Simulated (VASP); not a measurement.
# WS2 (P1) in VASP: single point with r2SCAN

Aim: the single point of WS2 with r2SCAN.

Everything below comes from runs of VASP 6.6.1. Logs are shortened: lines on timing, memory, paths and dates and some standing lists are left out, and cuts for length are marked.

## Step 1: The cell of the first run

The typed cell holds 12 atoms: a = 6.458 Å, b = 6.458 Å, c = 5.994 Å, α = 90.00°, β = 90.00°, γ = 120.00°.

## Step 2: Single point, r2SCAN

Input file POSCAR:

```
WS2
1.0
    6.4575288123      0.0000000001      0.0000000000
   -3.2287644062      5.5923839971      0.0000000000
    0.0000000000      0.0000000000      5.9936451124
W S
4 8
Direct
    0.0075704522      0.0310674303     -0.0048878436
   -0.0177818484      0.4688630111      0.0133971896
    0.4984293676      0.0100468780     -0.0178811054
    0.4864916247      0.4806240060      0.0038822786
    0.1722209830      0.3432037215      0.2685808001
    0.3173668427      0.1473534365      0.7242884620
    0.1534889113      0.8357897102      0.2433133715
    0.3197619700      0.6508855618      0.7653811519
    0.6302757465      0.3112248731      0.2542551271
    0.8238313242      0.1721226583      0.7239541078
    0.6477467834      0.8175602752      0.2324865710
    0.8375685125      0.6761025355      0.7747360601
```

Input file INCAR.step1:

```
SYSTEM = WS2
  PREC = Accurate
  ENCUT = 520
  ISMEAR = -1
  SIGMA = 0.039
  LREAL = .FALSE.
  LASPH = .TRUE.
  NELM = 60
  NBANDS = 64
  GGA = PE
  ALGO = Normal
  EDIFF = 1E-4
  LWAVE = .TRUE.
  LCHARG = .FALSE.
```

Input file INCAR.step2:

```
SYSTEM = WS2
  PREC = Accurate
  ENCUT = 520
  EDIFF = 1E-6
  ISMEAR = -1
  SIGMA = 0.039
  LREAL = .FALSE.
  LASPH = .TRUE.
  NELM = 60
  ALGO = Normal
  ISIF = 2
  LWAVE = .FALSE.
  LCHARG = .TRUE.
  METAGGA = R2SCAN
  LMIXTAU = .TRUE.
  LELF = .TRUE.
  LVHAR = .TRUE.
  NBANDS = 64
  ISTART = 1
```

Input file KPOINTS:

```
Automatic mesh
0
G
  3 3 2
  0 0 0
```

Potentials or basis: VASP PAW PBE potentials, release 64 (W_sv, S).

On the command line:

```console
$ cat potpaw_PBE.64/W_sv/POTCAR potpaw_PBE.64/S/POTCAR > POTCAR
$ cp INCAR.step1 INCAR
$ mpirun -np 1 vasp_std > vasp.out
$ cp INCAR.step2 INCAR
$ mpirun -np 1 vasp_std > vasp.out
```

OUTCAR:

```text
SYSTEM = WS2
   PREC = Accurate
   ENCUT = 520
   EDIFF = 1E-6
   ISMEAR = -1
   LREAL = .FALSE.
   LASPH = .TRUE.
   NELM = 60
   ISIF = 2
   METAGGA = R2SCAN
   ISTART = 1

 ion  position               nearest neighbor table
   1  0.008  0.031  0.995-  12 2.38   6 2.39   5 2.40   7 2.42  10 2.44  11 2.47   2 2.91   4 3.00
                             3 3.22   3 3.24   4 3.46
   2  0.982  0.469  0.013-   5 2.34  10 2.40   8 2.40  12 2.44   9 2.44   7 2.47   1 2.91   3 3.05
                             4 3.22   4 3.24   3 3.42
   3  0.498  0.010  0.982-   9 2.35   6 2.36  10 2.39   8 2.39  11 2.43   7 2.48   2 3.05   4 3.08
                             1 3.22   1 3.24   4 3.38   2 3.42
   4  0.486  0.481  0.004-   9 2.31  11 2.33   8 2.37   5 2.37  12 2.40   6 2.51   1 3.00   3 3.08
                             2 3.22   2 3.24   3 3.38   1 3.46
   5  0.172  0.343  0.269-   2 2.34   4 2.37   1 2.40
   6  0.317  0.147  0.724-   3 2.36   1 2.39   4 2.51
   7  0.153  0.836  0.243-   1 2.42   2 2.47   3 2.48
   8  0.320  0.651  0.765-   4 2.37   3 2.39   2 2.40
   9  0.630  0.311  0.254-   4 2.31   3 2.35   2 2.44
  10  0.824  0.172  0.724-   3 2.39   2 2.40   1 2.44
  11  0.648  0.818  0.232-   4 2.33   3 2.43   1 2.47
  12  0.838  0.676  0.775-   1 2.38   4 2.40   2 2.44

  LATTYP: Found a hexagonal cell.
 ALAT       =     6.4575288123
 C/A-ratio  =     0.9281638978

  Lattice vectors:

 A1 = (   6.4575288123,   0.0000000001,   0.0000000000)
 A2 = (  -3.2287644062,   5.5923839971,   0.0000000000)
 A3 = (   0.0000000000,   0.0000000000,   5.9936451124)

Analysis of symmetry for initial positions (statically):
=====================================================================
 Subroutine PRICEL returns:
 Original cell was already a primitive cell.

 Routine SETGRP: Setting up the symmetry group for a
 hexagonal supercell.

 Subroutine GETGRP returns: Found  1 space group operations
 (whereof  1 operations were pure point group operations)
 out of a pool of 24 trial point group operations.

The static configuration has the point symmetry C_1 .

Analysis of symmetry for dynamics (positions and initial velocities):
=====================================================================
 Subroutine PRICEL returns:
 Original cell was already a primitive cell.

 Routine SETGRP: Setting up the symmetry group for a
 hexagonal supercell.

 Subroutine GETGRP returns: Found  1 space group operations
 (whereof  1 operations were pure point group operations)
 out of a pool of 24 trial point group operations.

The dynamic configuration has the point symmetry C_1 .

 Subroutine INISYM returns: Found  1 space group operations
 (whereof  1 operations are pure point group operations),
 and found     1 'primitive' translations

----------------------------------------------------------------------------------------

                                     Primitive cell

  volume of cell :     216.4484

  direct lattice vectors                    reciprocal lattice vectors
     6.457528812  0.000000000  0.000000000     0.154858000  0.089407308  0.000000000
    -3.228764406  5.592383997  0.000000000    -0.000000000  0.178814617  0.000000000
     0.000000000  0.000000000  5.993645112     0.000000000  0.000000000  0.166843378

  length of vectors
     6.457528812  6.457528812  5.993645112     0.178814617  0.178814617  0.166843378

  position of ions in fractional coordinates (direct lattice)
     0.007570452  0.031067430  0.995112156
     0.982218152  0.468863011  0.013397190
     0.498429368  0.010046878  0.982118895
     0.486491625  0.480624006  0.003882279
     0.172220983  0.343203721  0.268580800
     0.317366843  0.147353436  0.724288462
     0.153488911  0.835789710  0.243313372
     0.319761970  0.650885562  0.765381152
     0.630275746  0.311224873  0.254255127
     0.823831324  0.172122658  0.723954108
     0.647746783  0.817560275  0.232486571
     0.837568512  0.676102536  0.774736060

  ion indices of the primitive-cell ions
   primitive index   ion index
                 1           1
                 2           2
                 3           3
                 4           4
                 5           5
                 6           6
                 7           7
                 8           8
                 9           9
                10          10
                11          11
                12          12

----------------------------------------------------------------------------------------

 KPOINTS: Automatic mesh

Automatic generation of k-mesh.
 Grid dimensions read from file:
 generate k-points for:    3    3    2

 Generating k-lattice:

  Cartesian coordinates                     Fractional coordinates (reciprocal lattice)
     0.051619333  0.029802436  0.000000000     0.333333333  0.000000000  0.000000000
    -0.000000000  0.059604872  0.000000000     0.000000000  0.333333333  0.000000000
     0.000000000  0.000000000  0.083421689     0.000000000  0.000000000  0.500000000

  Length of vectors
     0.059604872  0.059604872  0.083421689

  Shift w.r.t. Gamma in fractional coordinates (k-lattice)
     0.000000000  0.000000000  0.000000000

 Subroutine IBZKPT returns following result:
 ===========================================

 Found     10 irreducible k-points:

 Following reciprocal coordinates:
            Coordinates               Weight
  0.000000  0.000000  0.000000      1.000000
  0.333333 -0.000000  0.000000      2.000000
  0.000000  0.333333  0.000000      2.000000
 -0.333333  0.333333  0.000000      2.000000
  0.333333  0.333333  0.000000      2.000000
  0.000000  0.000000  0.500000      1.000000
  0.333333 -0.000000  0.500000      2.000000
  0.000000  0.333333  0.500000      2.000000
 -0.333333  0.333333  0.500000      2.000000
  0.333333  0.333333  0.500000      2.000000
   k-points           NKPTS =     10   k-points in BZ     NKDIM =     10   number of bands    NBANDS=     64
   number of dos      NEDOS =    301   number of ions     NIONS =     12
   total plane-waves  NPLWV = 110592
   dimension x,y,z NGX =    48 NGY =   48 NGZ =   48
   dimension x,y,z NGXF=    96 NGYF=   96 NGZF=   96
   ions per type =               4   8
   NGX,Y,Z   is equivalent  to a cutoff of  12.36, 12.36, 13.31 a.u.
   NGXF,Y,Z  is equivalent  to a cutoff of  24.71, 24.71, 26.63 a.u.
 SYSTEM =  WS2
   PREC   = accura    normal or accurate (medium, high low for compatibility)
   ISTART =      1    job   : 0-new  1-cont  2-samecut
   ICHARG =      0    charge: 1-file 2-atom 10-const
   ISPIN  =      1    spin polarized calculation?
   LNONCOLLINEAR =      F non collinear calculations
   LSORBIT =      F    spin-orbit coupling
   LASPH  =      T    aspherical Exc in radial PAW
   ENCUT  =  520.0 eV  38.22 Ry    6.18 a.u.  12.01 12.01 11.14*2*pi/ulx,y,z
   NELM   =     60;   NELMIN=  2; NELMDL=  0     # of ELM steps
   EDIFF  = 0.1E-05   stopping-criterion for ELM
   LREAL  =      F    real-space projection
   EDIFFG = 0.1E-04   stopping-criterion for IOM
   NSW    =      0    number of steps for IOM
   IBRION =     -1    ionic relax: 0-MD 1-quasi-New 2-CG
   NFREE  =      0    steps in history (QN), initial steepest desc. (CG)
   ISIF   =      2    stress and relaxation
   ISYM   =      2    0-nonsym 1-usesym 2-fastsym
   POTIM  = 0.5000    time-step for ionic-motion
   TEBEG  =    0.0;   TEEND  =   0.0 temperature during run
   PSTRESS=    0.0 pullay stress
   NELECT =     104.0000    total number of electrons
   NUPDOWN=      -1.0000    fix difference up-down
   EMIN   =  10.00;   EMAX   =-10.00  energy-range for DOS
   EFERMI =   0.00;   METHOD = LEGACY
   ISMEAR =    -1;   SIGMA  =   0.04  broadening in eV -4-tet -1-fermi 0-gaus
   EFERMI_NEDOS =   21; number of points for ismear=-14 and -15
   IALGO  =     38    algorithm
   IMIX   =      4    mixing-type and parameters
     AMIX     =   0.40;   BMIX     =  1.00
     AMIX_MAG =   1.60;   BMIX_MAG =  1.00
  volume/ion in A,a.u.               =      18.04       121.72
  Fermi-wavevector in a.u.,A,eV,Ry     =   1.282236  2.423074 22.369721  1.644128
  Thomas-Fermi vector in A             =   2.414559
   LORBIT       =      0    0 simple, 1 ext, 2 COOP (PROOUT), +10 PAW based schemes
   METAGGA = R2SCAN    functional components
   LHFCALC =     F    Hartree Fock is set to
   AEXX    =    0.0000 exact exchange contribution
   IVDW    =     0    specifies the selected vdW correction
   LEPSILON=     F    determine dielectric tensor
   LRPA    =     F    only Hartree local field effects (RPA)
 non-spin polarized calculation
  energy-cutoff  :      520.00
  volume of cell :      216.45
 maximum number of plane-waves:      5867
   NGX = 25   NGY = 25   NGZ = 23

 number of electron     104.0000002 magnetization

 Free energy of the ion-electron system (eV)
  ---------------------------------------------------
  ext. energy  EPLUGINS =         0.00000000
  ---------------------------------------------------
  free energy    TOTEN  =      -276.69164071 eV

  energy without entropy =     -276.66761963  energy(sigma->0) =     -276.67963017

 E-fermi :   7.0227     XC(G=0): -11.5565

 val. band max:        7.0210622488   @ k =   0.3333  -0.0000   0.0000
 cond. band min:       7.0296788115   @ k =  -0.3333   0.3333   0.0000
 fundamental gap:      0.0086165627
 Fermi energy:         7.0226802114

 k-point     1 :       0.0000    0.0000    0.0000
  band No.  band energies     occupation
      1     -69.6449      2.00000
      2     -69.4929      2.00000
      3     -69.4782      2.00000
      4     -69.3537      2.00000
      5     -33.4588      2.00000
      6     -33.3880      2.00000
[... 56 lines left out ...]
     63      11.0921      0.00000
     64      11.2108      0.00000

 k-point     2 :       0.3333   -0.0000    0.0000
  band No.  band energies     occupation
      1     -69.6447      2.00000
      2     -69.4919      2.00000
      3     -69.4791      2.00000
      4     -69.3538      2.00000
      5     -33.4324      2.00000
      6     -33.3387      2.00000
[... 56 lines left out ...]
     63      10.7509      0.00000
     64      11.1487      0.00000

 k-point     3 :       0.0000    0.3333    0.0000
  band No.  band energies     occupation
      1     -69.6447      2.00000
      2     -69.4929      2.00000
      3     -69.4781      2.00000
      4     -69.3539      2.00000
      5     -33.4125      2.00000
      6     -33.3647      2.00000
[... 458 lines left out ...]
     63      10.6914      0.00000
     64      11.0417      0.00000

 k-point    10 :       0.3333    0.3333    0.5000
  band No.  band energies     occupation
      1     -69.6447      2.00000
      2     -69.4920      2.00000
      3     -69.4791      2.00000
      4     -69.3539      2.00000
      5     -33.3900      2.00000
      6     -33.3344      2.00000
[... 56 lines left out ...]
     63      10.4291      0.00000
     64      10.8342      0.00000

------------------------ aborting loop because EDIFF is reached ----------------------------------------

  FORCE on cell =-STRESS in cart. coord.  units (eV):
  Direction    XX          YY          ZZ          XY          YZ          ZX
  --------------------------------------------------------------------------------------
  -------------------------------------------------------------------------------------
  Total        4.0002799      9.2966020      7.1239671     -0.9918815      0.4503023      2.3865058
  in kB       29.6105584     68.8145796     52.7324717     -7.3420277      3.3331927     17.6652064
  external PRESSURE =      50.3858699 kB  Pullay stress =       0.0000000 kB

 VOLUME and BASIS-vectors are now :
 -----------------------------------------------------------------------------
  energy-cutoff  :      520.00
  volume of cell :      216.45
      direct lattice vectors                 reciprocal lattice vectors
     6.457528812  0.000000000  0.000000000     0.154858000  0.089407308  0.000000000
    -3.228764406  5.592383997  0.000000000    -0.000000000  0.178814617  0.000000000
     0.000000000  0.000000000  5.993645112     0.000000000  0.000000000  0.166843378

 POSITION                                       TOTAL-FORCE (eV/Angst)
 -----------------------------------------------------------------------------------
     -0.05142      0.17374      5.96435        -0.163249      1.785560      0.143923
      4.82885      2.62206      0.08030        -0.262612     -1.299104     -0.158472
      3.18618      0.05619      5.88647         0.112949      1.147855      0.509883
      1.58971      2.68783      0.02327        -0.652712     -2.317985     -1.338428
      0.00400      1.91933      1.60978        -0.613562     -0.526441      0.900204
      1.57364      0.82406      4.34113        -0.160433      0.878771      0.117876
     -1.70741      4.67406      1.45833         0.120686     -0.432980     -0.465738
     -0.03668      3.64000      4.58742        -0.298083      0.196652     -0.917413
      3.06515      1.74049      1.52391         1.523448      0.239777      1.128727
      4.76417      0.96258      4.33912         0.209023     -0.302174      0.133732
      1.54313      4.57211      1.39344         0.333660      1.358641      0.545658
      3.22565      3.78103      4.64349        -0.149115     -0.728574     -0.599952
 -----------------------------------------------------------------------------------
    total drift:                                0.000442     -0.000231      0.000132

  FREE ENERGIE OF THE ION-ELECTRON SYSTEM (eV)
  ---------------------------------------------------
  free  energy   TOTEN  =      -276.6916407071 eV

  energy  without entropy=     -276.6676196284  energy(sigma->0) =     -276.67963017
```

It took 4.8 min on 1 thread of Intel Xeon Platinum 8488C (Sapphire Rapids), shared host; peak memory 0.39 GiB.

What came out:

- Free energy: -276.6916 eV
- Pressure: 5.0 GPa
- Largest force: 2.755 eV/Å
- Band gap on the k mesh: zero (bands 52 and 53 overlap by 0.30 eV)

Forces in eV/Å, atoms in the order of the input:
```
W   -0.163  1.786  0.144
W   -0.263 -1.299 -0.158
W    0.113  1.148  0.510
W   -0.653 -2.318 -1.338
S   -0.614 -0.526  0.900
S   -0.160  0.879  0.118
S    0.121 -0.433 -0.466
S   -0.298  0.197 -0.917
S    1.523  0.240  1.129
S    0.209 -0.302  0.134
S    0.334  1.359  0.546
S   -0.149 -0.729 -0.600
```

Levels at points of the mesh, in eV from the Fermi level:
```csv
k point,band 48,band 49,band 50,band 51,band 52,band 53,band 54,band 55,band 56,band 57
"(0.00, 0.00, 0.00)",-1.33,-1.29,-0.77,-0.70,-0.50,-0.29,-0.09,1.90,2.01,2.10
"(0.00, 0.00, 0.50)",-1.64,-1.54,-0.80,-0.60,-0.41,-0.08,0.52,1.90,2.02,2.10
```

Caveat: the k points lie up to 0.52 Å⁻¹ apart; the atoms stand as in a frame of molecular dynamics; the PAW data sets were made with another functional, which shifts forces and pressure a little; spin-orbit coupling is left out, which moves the levels of the heavy elements.
